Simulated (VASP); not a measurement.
# BaTiO3 (Pm-3m) in VASP: single point with PBE

Aim: the single point of BaTiO3 with PBE.

Everything below comes from runs of VASP 6.6.1. Logs are shortened: lines on timing, memory, paths and dates and some standing lists are left out, and cuts for length are marked.

## (1) The cell of the first run

Symmetry: Pm-3m, No. 221, cubic system. The conventional cell has a = 4.006 Å, b = 4.006 Å, c = 4.006 Å, α = 90.00°, β = 90.00°, γ = 90.00°. Ba (site symmetry m-3m) has 12 O at 2.83 Å and 8 Ti at 3.47 Å within 3.7 Å. Ti (site symmetry m-3m) has 6 O at 2.00 Å within 2.7 Å. O (site symmetry 4/mmm) has 2 Ti at 2.00 Å within 2.7 Å.

## (2) Single point, PBE, collinear spin

File INCAR:

```
ALGO = Normal ; EDIFF = 1E-7
ENCUT = 520 ; GGA = PE
ISIF = 2 ; ISMEAR = 0
ISPIN = 2 ; LASPH = T
LCHARG = F ; LMAXMIX = 4
LORBIT = 11 ; LREAL = F
LWAVE = F ; MAGMOM = 0 1 0 0 0
NBANDS = 32 ; NELM = 150
PREC = Accurate ; SIGMA = 0.05
```

File KPOINTS:

```
k-points
0
Gamma
  8 8 8
```

File POSCAR:

```
BaTiO3
1.0
    4.0060000000      0.0000000000      0.0000000000
    0.0000000000      4.0060000000      0.0000000000
    0.0000000000      0.0000000000      4.0060000000
Ba Ti O
1 1 3
Direct
    0.5000000000      0.5000000000      0.5000000000
    0.0000000000      0.0000000000      0.0000000000
    0.5000000000      0.0000000000      0.0000000000
    0.0000000000      0.5000000000      0.0000000000
    0.0000000000      0.0000000000      0.5000000000
```

Potentials or basis: VASP PAW PBE potentials, release 64 (Ba_sv, Ti_sv, O).

On the command line:

```console
cat potpaw_PBE.64/Ba_sv/POTCAR potpaw_PBE.64/Ti_sv/POTCAR potpaw_PBE.64/O/POTCAR > POTCAR
mpirun -np 1 vasp_std > vasp.out
```

OUTCAR:

```text
EDIFF = 1E-7
   ENCUT = 520
   GGA = PE
   ISIF = 2
   ISMEAR = 0
   ISPIN = 2
   LASPH = T
   LORBIT = 11
   LREAL = F
   NELM = 150
   PREC = Accurate

 ion  position               nearest neighbor table
   1  0.500  0.500  0.500-   3 2.83   4 2.83   5 2.83   3 2.83   4 2.83   3 2.83   5 2.83   3 2.83
                             4 2.83   5 2.83   4 2.83   5 2.83   2 3.47   2 3.47   2 3.47   2 3.47
   2  0.000  0.000  0.000-   3 2.00   4 2.00   5 2.00   5 2.00   4 2.00   3 2.00   1 3.47   1 3.47
                             1 3.47   1 3.47   1 3.47   1 3.47   1 3.47   1 3.47
   3  0.500  0.000  0.000-   2 2.00   2 2.00   1 2.83   1 2.83   1 2.83   1 2.83
   4  0.000  0.500  0.000-   2 2.00   2 2.00   1 2.83   1 2.83   1 2.83   1 2.83
   5  0.000  0.000  0.500-   2 2.00   2 2.00   1 2.83   1 2.83   1 2.83   1 2.83

  LATTYP: Found a simple cubic cell.
 ALAT       =     4.0060000000

  Lattice vectors:

 A1 = (   4.0060000000,   0.0000000000,   0.0000000000)
 A2 = (   0.0000000000,   4.0060000000,   0.0000000000)
 A3 = (   0.0000000000,   0.0000000000,   4.0060000000)

Analysis of symmetry for initial positions (statically):
=====================================================================
 Subroutine PRICEL returns:
 Original cell was already a primitive cell.

 Routine SETGRP: Setting up the symmetry group for a
 simple cubic supercell.

 Subroutine GETGRP returns: Found 48 space group operations
 (whereof 48 operations were pure point group operations)
 out of a pool of 48 trial point group operations.

The static configuration has the point symmetry O_h .

Analysis of symmetry for dynamics (positions and initial velocities):
=====================================================================
 Subroutine PRICEL returns:
 Original cell was already a primitive cell.

 Routine SETGRP: Setting up the symmetry group for a
 simple cubic supercell.

 Subroutine GETGRP returns: Found 48 space group operations
 (whereof 48 operations were pure point group operations)
 out of a pool of 48 trial point group operations.

The dynamic configuration has the point symmetry O_h .

Analysis of structural, dynamic, and magnetic symmetry:
=====================================================================
 Subroutine PRICEL returns:
 Original cell was already a primitive cell.

 Routine SETGRP: Setting up the symmetry group for a
 simple cubic supercell.

 Subroutine GETGRP returns: Found 48 space group operations
 (whereof 48 operations were pure point group operations)
 out of a pool of 48 trial point group operations.

The overall configuration has the point symmetry O_h .

 Subroutine INISYM returns: Found 48 space group operations
 (whereof 48 operations are pure point group operations),
 and found     1 'primitive' translations

----------------------------------------------------------------------------------------

                                     Primitive cell

  volume of cell :      64.2884

  direct lattice vectors                    reciprocal lattice vectors
     4.006000000  0.000000000  0.000000000     0.249625562  0.000000000  0.000000000
     0.000000000  4.006000000  0.000000000     0.000000000  0.249625562  0.000000000
     0.000000000  0.000000000  4.006000000     0.000000000  0.000000000  0.249625562

  length of vectors
     4.006000000  4.006000000  4.006000000     0.249625562  0.249625562  0.249625562

  position of ions in fractional coordinates (direct lattice)
     0.500000000  0.500000000  0.500000000
     0.000000000  0.000000000  0.000000000
     0.500000000  0.000000000  0.000000000
     0.000000000  0.500000000  0.000000000
     0.000000000  0.000000000  0.500000000

  ion indices of the primitive-cell ions
   primitive index   ion index
                 1           1
                 2           2
                 3           3
                 4           4
                 5           5

----------------------------------------------------------------------------------------

 KPOINTS: k-points

Automatic generation of k-mesh.
 Grid dimensions read from file:
 generate k-points for:    8    8    8

 Generating k-lattice:

  Cartesian coordinates                     Fractional coordinates (reciprocal lattice)
     0.031203195  0.000000000  0.000000000     0.125000000  0.000000000  0.000000000
     0.000000000  0.031203195  0.000000000     0.000000000  0.125000000  0.000000000
     0.000000000  0.000000000  0.031203195     0.000000000  0.000000000  0.125000000

  Length of vectors
     0.031203195  0.031203195  0.031203195

  Shift w.r.t. Gamma in fractional coordinates (k-lattice)
     0.000000000  0.000000000  0.000000000

 Subroutine IBZKPT returns following result:
 ===========================================

 Found     35 irreducible k-points:

 Following reciprocal coordinates:
            Coordinates               Weight
  0.000000  0.000000  0.000000      1.000000
  0.125000  0.000000  0.000000      6.000000
  0.250000  0.000000  0.000000      6.000000
  0.375000  0.000000  0.000000      6.000000
  0.500000  0.000000  0.000000      3.000000
  0.125000  0.125000  0.000000     12.000000
[... 16 lines left out ...]
  0.375000  0.375000  0.125000     24.000000
  0.500000  0.375000  0.125000     24.000000
 [... further k-points ...]
   k-points           NKPTS =     35   k-points in BZ     NKDIM =     35   number of bands    NBANDS=     32
   number of dos      NEDOS =    301   number of ions     NIONS =      5
   total plane-waves  NPLWV =  27000
   dimension x,y,z NGX =    30 NGY =   30 NGZ =   30
   dimension x,y,z NGXF=    60 NGYF=   60 NGZF=   60
   ions per type =               1   1   3
   NGX,Y,Z   is equivalent  to a cutoff of  12.45, 12.45, 12.45 a.u.
   NGXF,Y,Z  is equivalent  to a cutoff of  24.90, 24.90, 24.90 a.u.
 SYSTEM =  unknown system
   PREC   = accura    normal or accurate (medium, high low for compatibility)
   ISTART =      0    job   : 0-new  1-cont  2-samecut
   ICHARG =      2    charge: 1-file 2-atom 10-const
   ISPIN  =      2    spin polarized calculation?
   LNONCOLLINEAR =      F non collinear calculations
   LSORBIT =      F    spin-orbit coupling
   LASPH  =      T    aspherical Exc in radial PAW
   ENCUT  =  520.0 eV  38.22 Ry    6.18 a.u.   7.45  7.45  7.45*2*pi/ulx,y,z
   NELM   =    150;   NELMIN=  2; NELMDL= -5     # of ELM steps
   EDIFF  = 0.1E-06   stopping-criterion for ELM
   LREAL  =      F    real-space projection
   EDIFFG = 0.1E-05   stopping-criterion for IOM
   NSW    =      0    number of steps for IOM
   IBRION =     -1    ionic relax: 0-MD 1-quasi-New 2-CG
   NFREE  =      0    steps in history (QN), initial steepest desc. (CG)
   ISIF   =      2    stress and relaxation
   ISYM   =      2    0-nonsym 1-usesym 2-fastsym
   POTIM  = 0.5000    time-step for ionic-motion
   TEBEG  =    0.0;   TEEND  =   0.0 temperature during run
   PSTRESS=    0.0 pullay stress
   NELECT =      40.0000    total number of electrons
   NUPDOWN=      -1.0000    fix difference up-down
   EMIN   =  10.00;   EMAX   =-10.00  energy-range for DOS
   EFERMI =   0.00;   METHOD = LEGACY
   ISMEAR =     0;   SIGMA  =   0.05  broadening in eV -4-tet -1-fermi 0-gaus
   EFERMI_NEDOS =   21; number of points for ismear=-14 and -15
   IALGO  =     38    algorithm
   IMIX   =      4    mixing-type and parameters
     AMIX     =   0.40;   BMIX     =  1.00
     AMIX_MAG =   1.60;   BMIX_MAG =  1.00
  volume/ion in A,a.u.               =      12.86        86.77
  Fermi-wavevector in a.u.,A,eV,Ry     =   1.397603  2.641087 26.576187  1.953295
  Thomas-Fermi vector in A             =   2.520843
   LORBIT       =     11    0 simple, 1 ext, 2 COOP (PROOUT), +10 PAW based schemes
   GGA     = PE    functional components
   LHFCALC =     F    Hartree Fock is set to
   AEXX    =    0.0000 exact exchange contribution
   IVDW    =     0    specifies the selected vdW correction
   LEPSILON=     F    determine dielectric tensor
   LRPA    =     F    only Hartree local field effects (RPA)
 spin polarized calculation
 Gauss-broadening in eV      SIGMA  =   0.05
  energy-cutoff  :      520.00
  volume of cell :       64.29
 maximum number of plane-waves:      1751
 NGX is ok and might be reduce to    30
   NGX = 15   NGY = 15   NGZ = 15

 number of electron      39.9999976 magnetization      -0.0000077

 number of electron      39.9999976 magnetization       0.0000058

 Free energy of the ion-electron system (eV)
  ---------------------------------------------------
  ext. energy  EPLUGINS =         0.00000000
  ---------------------------------------------------
  free energy    TOTEN  =       -39.97081924 eV

  energy without entropy =      -39.97081924  energy(sigma->0) =      -39.97081924

 E-fermi :   4.1362     XC(G=0): -11.2464

 val. band max:        3.8138759714   @ k =   0.5000   0.5000   0.5000
 cond. band min:       5.5537279905   @ k =   0.0000   0.0000   0.0000
 fundamental gap:      1.7398520191
 Fermi energy:         4.1362431888

 spin component 1

 k-point     1 :       0.0000    0.0000    0.0000
  band No.  band energies     occupation
      1     -52.8348      1.00000
      2     -29.0443      1.00000
      3     -29.0443      1.00000
      4     -29.0443      1.00000
      5     -21.0059      1.00000
      6     -13.0734      1.00000
[... 24 lines left out ...]
     31      12.3364      0.00000
     32      18.7199      0.00000

 k-point     2 :       0.1250    0.0000    0.0000
  band No.  band energies     occupation
      1     -52.8346      1.00000
      2     -29.0519      1.00000
      3     -29.0440      1.00000
      4     -29.0440      1.00000
      5     -20.9890      1.00000
      6     -13.0808      1.00000
[... 24 lines left out ...]
     31      12.5102      0.00000
     32      18.6214      0.00000
[... 733 lines left out ...]
     31      15.9294      0.00000
     32      18.1220      0.00000

 k-point    24 :       0.5000    0.3750    0.1250
  band No.  band energies     occupation
      1     -52.8328      1.00000
      2     -29.0927      1.00000
      3     -29.0849      1.00000
      4     -29.0481      1.00000
      5     -20.8136      1.00000
      6     -12.7484      1.00000
[... 24 lines left out ...]
     31      16.8381      0.00000
     32      17.2024      0.00000

 [... further k-points ...]

 spin component 2

 k-point     1 :       0.0000    0.0000    0.0000
  band No.  band energies     occupation
      1     -52.8348      1.00000
      2     -29.0443      1.00000
      3     -29.0443      1.00000
      4     -29.0443      1.00000
      5     -21.0059      1.00000
      6     -13.0734      1.00000
[... 24 lines left out ...]
     31      12.3364      0.00000
     32      18.7199      0.00000

 k-point     2 :       0.1250    0.0000    0.0000
  band No.  band energies     occupation
      1     -52.8346      1.00000
      2     -29.0519      1.00000
      3     -29.0441      1.00000
      4     -29.0441      1.00000
      5     -20.9890      1.00000
      6     -13.0808      1.00000
[... 24 lines left out ...]
     31      12.5102      0.00000
     32      18.6214      0.00000
[... 733 lines left out ...]
     31      15.9294      0.00000
     32      18.1220      0.00000

 k-point    24 :       0.5000    0.3750    0.1250
  band No.  band energies     occupation
      1     -52.8328      1.00000
      2     -29.0927      1.00000
      3     -29.0849      1.00000
      4     -29.0481      1.00000
      5     -20.8136      1.00000
      6     -12.7484      1.00000
[... 24 lines left out ...]
     31      16.8381      0.00000
     32      17.2024      0.00000

 [... further k-points ...]

------------------------ aborting loop because EDIFF is reached ----------------------------------------

  FORCE on cell =-STRESS in cart. coord.  units (eV):
  Direction    XX          YY          ZZ          XY          YZ          ZX
  --------------------------------------------------------------------------------------
  -------------------------------------------------------------------------------------
  Total        1.3715687      1.3715687      1.3715687      0.0000000     -0.0000000      0.0000000
  in kB       34.1818303     34.1818303     34.1818303      0.0000000     -0.0000000      0.0000000
  external PRESSURE =      34.1818303 kB  Pullay stress =       0.0000000 kB

 VOLUME and BASIS-vectors are now :
 -----------------------------------------------------------------------------
  energy-cutoff  :      520.00
  volume of cell :       64.29
      direct lattice vectors                 reciprocal lattice vectors
     4.006000000  0.000000000  0.000000000     0.249625562  0.000000000  0.000000000
     0.000000000  4.006000000  0.000000000     0.000000000  0.249625562  0.000000000
     0.000000000  0.000000000  4.006000000     0.000000000  0.000000000  0.249625562

 POSITION                                       TOTAL-FORCE (eV/Angst)
 -----------------------------------------------------------------------------------
      2.00300      2.00300      2.00300         0.000000      0.000000      0.000000
      0.00000      0.00000      0.00000         0.000000      0.000000      0.000000
      2.00300      0.00000      0.00000         0.000000      0.000000      0.000000
      0.00000      2.00300      0.00000         0.000000      0.000000      0.000000
      0.00000      0.00000      2.00300         0.000000      0.000000      0.000000
 -----------------------------------------------------------------------------------
    total drift:                                0.000000     -0.000000      0.000000

  FREE ENERGIE OF THE ION-ELECTRON SYSTEM (eV)
  ---------------------------------------------------
  free  energy   TOTEN  =       -39.9708192434 eV

  energy  without entropy=      -39.9708192434  energy(sigma->0) =      -39.97081924

 total charge

# of ion       s       p       d       tot
------------------------------------------
    1        2.008   5.652   0.329   7.989
    2        2.209   6.267   1.695  10.171
    3        1.564   3.467   0.000   5.031
    4        1.564   3.467   0.000   5.031
    5        1.564   3.467   0.000   5.031
--------------------------------------------------
tot          8.908  22.319   2.024  33.251

 magnetization (x)

# of ion       s       p       d       tot
------------------------------------------
    1       -0.000  -0.000   0.000  -0.000
    2        0.000  -0.000  -0.000   0.000
    3        0.000  -0.000   0.000   0.000
    4        0.000  -0.000   0.000   0.000
    5        0.000  -0.000   0.000   0.000
--------------------------------------------------
tot          0.000  -0.000  -0.000   0.000
```

Run time: 4 min. Hardware: 1 thread of Intel Xeon 8259CL, shared host; peak memory 0.27 GiB.

What came out:

```
Free energy                                           : -39.9708 eV
Pressure                                              : 3.4 GPa
Band gap on the k mesh                                : 1.74 eV (least direct gap 1.89 eV)
Net moment                                            : 0.00 μB per cell
Valence electrons inside the program's atomic spheres : Ba 7.99; Ti 10.17; O 5.03
```

Levels at points of the mesh, in eV from the valence-band top:
Spin up:
```
           k point  band 17  band 18  band 19  band 20  band 21  band 22  band 23  band 24
(0.00, 0.00, 0.00)    -1.09    -0.15    -0.15    -0.15     1.74     1.74     1.74     3.88
(0.50, 0.00, 0.00)    -1.83    -1.83    -0.71    -0.71     1.90     3.47     3.47     3.89
(0.50, 0.50, 0.00)    -1.72    -0.87    -0.87    -0.09     3.48     3.48     3.89     4.73
(0.50, 0.50, 0.50)    -2.41     0.00     0.00     0.00     4.14     4.14     4.14     6.71
```
Spin down:
```csv
k point,band 16,band 17,band 18,band 19,band 20,band 21,band 22,band 23,band 24,band 25
"(0.00, 0.00, 0.00)",-1.09,-1.09,-0.15,-0.15,-0.15,1.74,1.74,1.74,3.88,3.88
"(0.50, 0.00, 0.00)",-1.91,-1.83,-1.83,-0.71,-0.71,1.90,3.47,3.47,3.89,5.90
"(0.50, 0.50, 0.00)",-2.68,-1.72,-0.87,-0.87,-0.09,3.48,3.48,3.89,4.73,7.64
"(0.50, 0.50, 0.50)",-2.41,-2.41,0.00,0.00,0.00,4.14,4.14,4.14,6.71,6.71
```

Caveat: the cell stands under pressure; spin-orbit coupling is left out, which moves the levels of the heavy elements. A k mesh can miss the band edges.
